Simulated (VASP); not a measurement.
A run of VASP 6.6.1 is set up as follows.

Contents of INCAR:

```
ALGO = Normal
EDIFF = 1E-6
ENCUT = 520
ISIF = 2
ISMEAR = -1
LASPH = T
LCHARG = F
LREAL = F
LWAVE = F
NBANDS = 14
NELM = 100
PREC = Accurate
SIGMA = 0.15
```

Contents of KPOINTS:

```
k-points
0
Gamma
  10 10 3
```

File POSCAR:

```
Al
1.0
    2.8270770200      0.0000000000      0.0000000000
   -1.4135385100      2.4483205200      0.0000000000
    0.0000000000      0.0000000000      9.1859930700
Al
4
Direct
    0.0000000000      0.0000000000      0.0000000000
    0.3333333333      0.6666666667      0.2500000000
    0.0000000000      0.0000000000      0.5000000000
    0.6666666667      0.3333333333      0.7500000000
```

Potentials or basis: VASP PAW LDA potentials, release 64 (Al).

Run with:

```sh
$ cat potpaw_LDA.64/Al/POTCAR > POTCAR
$ mpirun -np 1 vasp_std > vasp.out
```

**Question.** Estimate the band gap on the k mesh.

**Answer.** Zero (band 6 reaches 12.22 eV, above the bottom of band 7 at 6.78 eV).

**Question.** What does it give for the pressure?

**Answer.** -0.1 GPa.

Stress tensor (GPa, compression positive):
```
-0.96  0.00  0.00
 0.00 -0.96  0.00
 0.00  0.00  1.54
```
